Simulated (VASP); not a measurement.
# BiRh (P6_3/mmc) in VASP: a series of runs

BiRh is run at these levels: LDA; tasks: electric field gradients.

All numbers are computed with VASP 6.6.1; they aren't measurements. Logs are shortened: lines on timing, memory, paths and dates and some standing lists are left out, and cuts for length are marked.

### Step 1. The cell of the first run

Symmetry: P6_3/mmc, No. 194, hexagonal system. The conventional cell has a = 4.148 Å, b = 4.148 Å, c = 5.738 Å, α = 90.00°, β = 90.00°, γ = 120.00°. Within 3.7 Å of Bi (site symmetry -6m2) lie 6 Rh at 2.79 Å. Rh (site symmetry -3m) has 6 Bi at 2.79 Å and 2 Rh at 2.87 Å within 3.7 Å.

### Step 2. Electric field gradients, LDA (volume scaled by 1.04)

Input file INCAR:

```
SYSTEM = BiRh
PREC = Accurate
ENCUT = 520
EDIFF = 1E-8
ISMEAR = -1
SIGMA = 0.03
LREAL = .FALSE.
LASPH = .TRUE.
NELM = 60
ALGO = Normal
ISIF = 2
LWAVE = .FALSE.
LCHARG = .FALSE.
GGA = CA
LEFG = .TRUE.
NBANDS = 38
```

Input file KPOINTS:

```
regular mesh
0
G
  12 12 7
  0 0 0
```

Input file POSCAR:

```
BiRh
1.0
    4.1478754753      0.0000000000      0.0000000000
   -2.0739377376      3.5921655333      0.0000000000
    0.0000000000      0.0000000000      5.7375217038
Bi Rh
2 2
Direct
    0.3333333333      0.6666666667      0.2500000000
    0.6666666667      0.3333333333      0.7500000000
    0.0000000000      0.0000000000      0.0000000000
    0.0000000000      0.0000000000      0.5000000000
```

Potentials or basis: VASP PAW LDA potentials, release 64 (Bi_d, Rh_pv).

Started as:

```bash
> cat potpaw_LDA.64/Bi_d/POTCAR potpaw_LDA.64/Rh_pv/POTCAR > POTCAR
> mpirun -np 1 vasp_std > vasp.out
```

OUTCAR:

```text
SYSTEM = BiRh
   PREC = Accurate
   ENCUT = 520
   EDIFF = 1E-8
   ISMEAR = -1
   LREAL = .FALSE.
   LASPH = .TRUE.
   NELM = 60
   ISIF = 2
   GGA = CA

 ion  position               nearest neighbor table
   1  0.333  0.667  0.250-   3 2.79   4 2.79   3 2.79   4 2.79   3 2.79   4 2.79   2 3.74   2 3.74
                             2 3.74   2 3.74   2 3.74   2 3.74
   2  0.667  0.333  0.750-   3 2.79   4 2.79   3 2.79   4 2.79   3 2.79   4 2.79   1 3.74   1 3.74
                             1 3.74   1 3.74   1 3.74   1 3.74
   3  0.000  0.000  0.000-   1 2.79   2 2.79   1 2.79   2 2.79   2 2.79   1 2.79   4 2.87   4 2.87

   4  0.000  0.000  0.500-   1 2.79   2 2.79   1 2.79   2 2.79   2 2.79   1 2.79   3 2.87   3 2.87

  LATTYP: Found a hexagonal cell.
 ALAT       =     4.1478754753
 C/A-ratio  =     1.3832434792

  Lattice vectors:

 A1 = (   4.1478754753,   0.0000000000,   0.0000000000)
 A2 = (  -2.0739377376,   3.5921655333,   0.0000000000)
 A3 = (   0.0000000000,   0.0000000000,   5.7375217038)

Analysis of symmetry for initial positions (statically):
=====================================================================
 Subroutine PRICEL returns:
 Original cell was already a primitive cell.

 Routine SETGRP: Setting up the symmetry group for a
 hexagonal supercell.

 Subroutine GETGRP returns: Found 24 space group operations
 (whereof 12 operations were pure point group operations)
 out of a pool of 24 trial point group operations.

The static configuration has the point symmetry D_3d.
 The point group associated with its full space group is D_6h.

Analysis of symmetry for dynamics (positions and initial velocities):
=====================================================================
 Subroutine PRICEL returns:
 Original cell was already a primitive cell.

 Routine SETGRP: Setting up the symmetry group for a
 hexagonal supercell.

 Subroutine GETGRP returns: Found 24 space group operations
 (whereof 12 operations were pure point group operations)
 out of a pool of 24 trial point group operations.

The dynamic configuration has the point symmetry D_3d.
 The point group associated with its full space group is D_6h.

 Subroutine INISYM returns: Found 24 space group operations
 (whereof 12 operations are pure point group operations),
 and found     1 'primitive' translations

----------------------------------------------------------------------------------------

                                     Primitive cell

  volume of cell :      85.4882

  direct lattice vectors                    reciprocal lattice vectors
     4.147875475  0.000000000  0.000000000     0.241087276  0.139191804  0.000000000
    -2.073937738  3.592165533  0.000000000     0.000000000  0.278383608  0.000000000
     0.000000000  0.000000000  5.737521704     0.000000000  0.000000000  0.174291280

  length of vectors
     4.147875475  4.147875475  5.737521704     0.278383608  0.278383608  0.174291280

  position of ions in fractional coordinates (direct lattice)
     0.333333333  0.666666667  0.250000000
     0.666666667  0.333333333  0.750000000
     0.000000000  0.000000000  0.000000000
     0.000000000  0.000000000  0.500000000

  ion indices of the primitive-cell ions
   primitive index   ion index
                 1           1
                 2           2
                 3           3
                 4           4

----------------------------------------------------------------------------------------

 KPOINTS: regular mesh

Automatic generation of k-mesh.
 Grid dimensions read from file:
 generate k-points for:   12   12    7

 Generating k-lattice:

  Cartesian coordinates                     Fractional coordinates (reciprocal lattice)
     0.020090606  0.011599317  0.000000000     0.083333333  0.000000000  0.000000000
     0.000000000  0.023198634  0.000000000     0.000000000  0.083333333  0.000000000
     0.000000000  0.000000000  0.024898754     0.000000000  0.000000000  0.142857143
[... 40 lines left out ...]
   number of dos      NEDOS =    301   number of ions     NIONS =      4
   total plane-waves  NPLWV =  49152
   dimension x,y,z NGX =    32 NGY =   32 NGZ =   48
   dimension x,y,z NGXF=    64 NGYF=   64 NGZF=   96
   ions per type =               2   2
   NGX,Y,Z   is equivalent  to a cutoff of  12.83, 12.83, 13.91 a.u.
   NGXF,Y,Z  is equivalent  to a cutoff of  25.65, 25.65, 27.82 a.u.
 SYSTEM =  BiRh
   PREC   = accura    normal or accurate (medium, high low for compatibility)
   ISTART =      0    job   : 0-new  1-cont  2-samecut
   ICHARG =      2    charge: 1-file 2-atom 10-const
   ISPIN  =      1    spin polarized calculation?
   LNONCOLLINEAR =      F non collinear calculations
   LSORBIT =      F    spin-orbit coupling
   LASPH  =      T    aspherical Exc in radial PAW
   ENCUT  =  520.0 eV  38.22 Ry    6.18 a.u.   7.71  7.71 10.67*2*pi/ulx,y,z
   NELM   =     60;   NELMIN=  2; NELMDL= -5     # of ELM steps
   EDIFF  = 0.1E-07   stopping-criterion for ELM
   LREAL  =      F    real-space projection
   EDIFFG = 0.1E-06   stopping-criterion for IOM
   NSW    =      0    number of steps for IOM
   IBRION =     -1    ionic relax: 0-MD 1-quasi-New 2-CG
   NFREE  =      0    steps in history (QN), initial steepest desc. (CG)
   ISIF   =      2    stress and relaxation
   ISYM   =      2    0-nonsym 1-usesym 2-fastsym
   POTIM  = 0.5000    time-step for ionic-motion
   TEBEG  =    0.0;   TEEND  =   0.0 temperature during run
   PSTRESS=    0.0 pullay stress
   NELECT =      60.0000    total number of electrons
   NUPDOWN=      -1.0000    fix difference up-down
   EMIN   =  10.00;   EMAX   =-10.00  energy-range for DOS
   EFERMI =   0.00;   METHOD = LEGACY
   ISMEAR =    -1;   SIGMA  =   0.03  broadening in eV -4-tet -1-fermi 0-gaus
   EFERMI_NEDOS =   21; number of points for ismear=-14 and -15
   IALGO  =     38    algorithm
   IMIX   =      4    mixing-type and parameters
     AMIX     =   0.40;   BMIX     =  1.00
     AMIX_MAG =   1.60;   BMIX_MAG =  1.00
  volume/ion in A,a.u.               =      21.37       144.23
  Fermi-wavevector in a.u.,A,eV,Ry     =   1.454866  2.749299 28.798585  2.116636
  Thomas-Fermi vector in A             =   2.571967
   LORBIT       =      0    0 simple, 1 ext, 2 COOP (PROOUT), +10 PAW based schemes
   GGA     = CA    functional components
   LHFCALC =     F    Hartree Fock is set to
   AEXX    =    0.0000 exact exchange contribution
   IVDW    =     0    specifies the selected vdW correction
   LEPSILON=     F    determine dielectric tensor
   LRPA    =     F    only Hartree local field effects (RPA)
 non-spin polarized calculation
  energy-cutoff  :      520.00
  volume of cell :       85.49
 maximum number of plane-waves:      2325
 NGX is ok and might be reduce to    32
   NGX = 15   NGY = 15   NGZ = 21

 number of electron      59.9999994 magnetization

 Free energy of the ion-electron system (eV)
  ---------------------------------------------------
  ext. energy  EPLUGINS =         0.00000000
  ---------------------------------------------------
  free energy    TOTEN  =       -27.09676091 eV

  energy without entropy =      -27.08641867  energy(sigma->0) =      -27.09158979

 E-fermi :   9.1593     XC(G=0): -11.9241

 val. band max:        9.1590954086   @ k =   0.2500   0.2500   0.1429
 cond. band min:       9.1729569234   @ k =   0.2500   0.1667   0.2857
 fundamental gap:      0.0138615148
 Fermi energy:         9.1593458731

 k-point     1 :       0.0000    0.0000    0.0000
  band No.  band energies     occupation
      1     -36.6857      2.00000
      2     -36.4896      2.00000
      3     -36.4896      2.00000
      4     -36.4723      2.00000
      5     -36.4681      2.00000
      6     -36.4681      2.00000
[... 973 lines left out ...]
     37      16.8233      0.00000
     38      16.9768      0.00000

 [... further k-points ...]
[... 5 lines left out ...]
  --------------------------------------------------------------------------------------
  -------------------------------------------------------------------------------------
  Total       -3.4540799     -3.4540799     -4.2284077     -0.0000000      0.0000000     -0.0000000
  in kB      -64.7346146    -64.7346146    -79.2466744     -0.0000000      0.0000000     -0.0000000
  external PRESSURE =     -69.5719679 kB  Pullay stress =       0.0000000 kB

 VOLUME and BASIS-vectors are now :
 -----------------------------------------------------------------------------
  energy-cutoff  :      520.00
  volume of cell :       85.49
      direct lattice vectors                 reciprocal lattice vectors
     4.147875475  0.000000000  0.000000000     0.241087276  0.139191804  0.000000000
    -2.073937738  3.592165533  0.000000000     0.000000000  0.278383608  0.000000000
     0.000000000  0.000000000  5.737521704     0.000000000  0.000000000  0.174291280

 POSITION                                       TOTAL-FORCE (eV/Angst)
 -----------------------------------------------------------------------------------
     -0.00000      2.39478      1.43438         0.000000     -0.000000      0.000000
      2.07394      1.19739      4.30314        -0.000000      0.000000      0.000000
      0.00000      0.00000      0.00000         0.000000     -0.000000      0.000000
      0.00000      0.00000      2.86876         0.000000     -0.000000      0.000000
 -----------------------------------------------------------------------------------
    total drift:                               -0.000000      0.000000      0.000000

  FREE ENERGIE OF THE ION-ELECTRON SYSTEM (eV)
  ---------------------------------------------------
  free  energy   TOTEN  =       -27.0967609109 eV

  energy  without entropy=      -27.0864186693  energy(sigma->0) =      -27.09158979

 Electric field gradients (V/A^2)
---------------------------------------------------------------------
 ion       V_xx      V_yy      V_zz      V_xy      V_xz      V_yz
---------------------------------------------------------------------
   1     -82.262   -82.263   164.526    -0.001    -0.000     0.000
   2     -82.262   -82.263   164.526    -0.001     0.000    -0.000
   3      17.839    17.839   -35.678     0.001    -0.000     0.000
   4      17.839    17.839   -35.678     0.001     0.000    -0.000
---------------------------------------------------------------------

 Electric field gradients after diagonalization (V/A^2)
 (convention: |V_zz| > |V_xx| > |V_yy|)
----------------------------------------------------------------------
 ion       V_xx      V_yy      V_zz     asymmetry (V_yy - V_xx)/ V_zz
----------------------------------------------------------------------
   1     -82.264   -82.262   164.526       0.000
   2     -82.264   -82.262   164.526       0.000
   3      17.840    17.838   -35.678       0.000
   4      17.840    17.838   -35.678       0.000
----------------------------------------------------------------------

           NMR quadrupolar parameters

 Cq : quadrupolar parameter    Cq=e*Q*V_zz/h
 eta: asymmetry parameters     (V_yy - V_xx)/ V_zz
 Q  : nuclear electric quadrupole moment in mb (millibarn)
----------------------------------------------------------------------
 ion       Cq(MHz)       eta       Q (mb)
----------------------------------------------------------------------
   1       0.398       0.000       1.000
   2       0.398       0.000       1.000
   3      -0.086       0.000       1.000
   4      -0.086       0.000       1.000
----------------------------------------------------------------------
```

Run time: 3 min. Hardware: 1 thread of Oxide Virtual Turin-like, shared host; peak memory 0.28 GiB.

What came out:

| Item | Value |
| --- | --- |
| Free energy | -27.0968 eV |
| Pressure | -7.0 GPa |
| Band gap on the k mesh | zero (band 30 reaches 10.74 eV, above the bottom of band 31 at 8.30 eV) |

Levels at points of the mesh, in eV from the Fermi level:
```
           k point  band 26  band 27  band 28  band 29  band 30  band 31  band 32  band 33  band 34  band 35
(0.00, 0.00, 0.00)    -1.88    -0.92    -0.92     1.28     1.28     1.29     3.16     3.41     4.37     4.37
(0.50, 0.00, 0.00)    -1.72    -1.71    -1.52    -1.09    -0.92    -0.85    -0.01     2.75     5.05     5.11
```

Electric field gradients, principal values (V/Å²):
| atom | least | middle | greatest (by size) |
| --- | --- | --- | --- |
| 1 Bi | -82.262 | -82.264 | 164.526 |
| 2 Bi | -82.262 | -82.264 | 164.526 |
| 3 Rh | 17.838 | 17.840 | -35.678 |
| 4 Rh | 17.838 | 17.840 | -35.678 |

Caveat: without QUAD_EFG the Cq values of the log hold for a quadrupole moment of 1 mb, not for the nuclei; spin-orbit coupling is left out, which moves the levels of the heavy elements.

(Continued in part 2 of 2.)
